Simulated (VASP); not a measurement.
The system is KSi2Sb3.

```
K Si Sb
1.0
     6.35257    0.00000    0.00000
    -3.17629    5.50149    0.00000
     0.00000    0.00000   10.09783
K Si Sb
1 2 3
Direct
  0.00000 0.00000 0.00000
  0.33333 0.66667 0.50000
  0.66667 0.33333 0.50000
  0.00000 0.00000 0.50000
  0.33333 0.66667 0.00000
  0.66667 0.33333 0.00000
```

The cell was built from a structure type or drawn by symmetry, and may not be a known phase.

```yaml
Program: VASP 6.6.1
Task: relaxation of cell and atoms
Functional: PBE
Potentials_or_basis: VASP PAW PBE potentials, release 64 (K_sv, Si, Sb)
Cutoff: 600 eV
k_mesh: 3 × 3 × 2
Occupations: gaussian, width 0.1 eV
Spin: no spin polarisation
```

At the start: pressure -4.7 GPa; volume 58.82 Å³/atom.

Problem. Where does the relaxation end?

Solution. Over 12 steps the energy falls by 762.3 meV/atom and the volume is 27.82 Å³/atom (-52.7 %); space group P6/mmm (No. 191, to 0.1 Å) before and after.

Step by step:
```csv
step,energy change (eV),largest force (eV/Å),pressure (GPa),volume (Å³)
1,0.0000,0.0000,-4.74,352.90
2,-2.6568,0.0000,-2.21,270.27
3,-2.8225,0.0000,-0.58,253.54
4,-2.8246,0.0000,-0.30,251.25
5,-2.8564,0.0000,-0.36,247.32
6,-2.9749,0.0000,-0.55,235.53
7,-3.3438,0.0000,-0.89,211.86
8,-4.5680,0.0000,0.68,164.14
9,-4.5124,0.0000,-0.32,171.15
10,-4.5698,0.0000,0.38,165.90
11,-4.4325,0.0000,-1.74,173.19
12,-4.5740,0.0000,0.01,166.95
```

Final structure:
```
K Si Sb
1.0
     5.47450    0.00000    0.00000
    -2.73725    4.74105    0.00000
     0.00000    0.00000    6.43218
K Si Sb
1 2 3
Direct
  0.00000 0.00000 0.00000
  0.33333 0.66667 0.50000
  0.66667 0.33333 0.50000
  0.00000 0.00000 0.50000
  0.33333 0.66667 0.00000
  0.66667 0.33333 0.00000
```

Caveat: the k points lie up to 0.49 Å⁻¹ apart in the final cell, too coarse for converged energies and pressures of a metal; the volume moved by over 15 % at a fixed basis, so the end points are rough.
